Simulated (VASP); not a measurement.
Rh:

```
Rh
1.0
     0.00000    1.90000    1.90000
     1.90000    0.00000    1.90000
     1.90000    1.90000    0.00000
Rh
1
Direct
  0.00000 0.00000 0.00000
```

```yaml
Program: VASP 6.6.1
Task: relaxation of cell and atoms
Functional: PBE
Potentials_or_basis: VASP PAW PBE potentials, release 64 (Rh_pv)
Cutoff: 600 eV
k_mesh: 24 × 24 × 24
Occupations: gaussian, width 0.1 eV
Spin: no spin polarisation
```

At the start: pressure 6.3 GPa; volume 13.72 Å³/atom.

Q: How do energy, volume and symmetry change on relaxing?

A: Over 4 steps the energy falls by 6.1 meV/atom and the volume is 14.04 Å³/atom (+2.3 %); space group Fm-3m (No. 225, to 0.1 Å) before and after.

The path:
| step | energy change (eV) | largest force (eV/Å) | pressure (GPa) | volume (Å³) |
| --- | --- | --- | --- | --- |
| 1 | 0.0000 | 0.0000 | 6.31 | 13.72 |
| 2 | 0.0251 | 0.0000 | -12.15 | 14.82 |
| 3 | -0.0061 | 0.0000 | -0.07 | 14.04 |
| 4 | -0.0061 | 0.0000 | 0.03 | 14.04 |

Final structure:
```
Rh
1.0
     0.00000    1.91464    1.91464
     1.91464    0.00000    1.91464
     1.91464    1.91464    0.00000
Rh
1
Cartesian
  0.0000 0.0000 0.0000
```
